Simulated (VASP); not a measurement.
Input of a VASP 6.6.1 run:

INCAR

```
ALGO     = Normal         # electronic algorithm
EDIFF    = 1E-6           # SCF threshold, eV
ENCUT    = 520            # plane-wave cutoff, eV
GGA      = PE             # functional
ISIF     = 2              # what is computed and relaxed
ISMEAR   = 0              # smearing method
LASPH    = T              # aspherical terms in the spheres
LCHARG   = F              # write CHGCAR
LREAL    = F              # projectors in reciprocal space
LWAVE    = F              # write WAVECAR
NBANDS   = 35             # bands
NELM     = 80             # most SCF steps
PREC     = Accurate       # precision mode
SIGMA    = 0.2            # smearing width, eV
```

The input KPOINTS:

```
k-points
0
Gamma
  7 7 7
```

POSCAR

```
Zn4O
1.0
    1.4691273609      0.8482010787      9.0110576417
   -1.4691273609      0.8482010787      9.0110576417
    0.0000000000     -1.6964021531      9.0110576421
Zn O
4 1
Direct
    0.3826979707      0.3826979707      0.3826979707
    0.7930566634      0.7930566634      0.7930566634
    0.2069433366      0.2069433366      0.2069433366
    0.6173020293      0.6173020293      0.6173020293
    0.0000000000      0.0000000000      0.0000000000
```

Potentials or basis: VASP PAW PBE potentials, release 64 (Zn, O).

Launch:

```sh
$ cat potpaw_PBE.64/Zn/POTCAR potpaw_PBE.64/O/POTCAR > POTCAR
$ mpirun -np 1 vasp_std > vasp.out
```

(1) Estimate the band gap on the k mesh.

(2) Estimate the largest force.

(3) Predict the pressure.

Results:

(1) zero (band 27 reaches 3.58 eV, above the bottom of band 28 at 2.55 eV).

(2) 0.034 eV/Å.

(3) 0.7 GPa.
